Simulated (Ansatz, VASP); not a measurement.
## Pt: VASP beside Ansatz

```
CELL_PARAMETERS angstrom
1.95903 -1.95903 0.00000
1.95903 0.00000 -1.95903
7.66292 7.66292 7.66292
ATOMIC_POSITIONS crystal
Pt 0.66667 0.66667 0.08520
Pt 0.00000 0.00000 0.93737
Pt 0.33333 0.33333 0.25563
Pt 0.66667 0.66667 0.59650
Pt 0.00000 0.00000 0.42607
Pt 0.33333 0.33333 0.76694
```

Alike in both runs: task single point; functional PBEsol; k mesh 24 × 24 × 5; occupations gaussian, width 0.15 eV; no spin polarisation.

|  | VASP | Ansatz |
| --- | --- | --- |
| version | VASP 6.6.1 | Ansatz 0.2.0 |
| potentials or method | VASP PAW PBE potentials, release 64 (Pt), cutoff 520 eV | scalar-relativistic, plane waves, PAW |
| valence electrons in the cell | 60 | 108 |

Ansatz gave:

```
gap on the k mesh at the Fermi level (eV)                     : none
pressure (GPa)                                                : 9.9
traceless stress, the component that is largest in VASP (GPa) : 1.81
rms of the force components (eV/Å)                            : 1.147
```

**Question.** Estimate VASP's values.

**Answer.** gap on the k mesh at the Fermi level (eV): none; pressure (GPa): 9.5; traceless stress, the component that is largest in VASP (GPa): 1.81; rms of the force components (eV/Å): 1.146.

VASP's potentials were made for PBE, not for PBEsol. Atom by atom the forces differ by 0.002 eV/Å (rms over components). A gap of «none» marks a metal or a gap that the smearing closes. VASP's potentials hold 60 valence electrons a cell and Ansatz's 108, so a difference there can come from the potentials and not from the codes.

Spin-orbit coupling is off throughout.
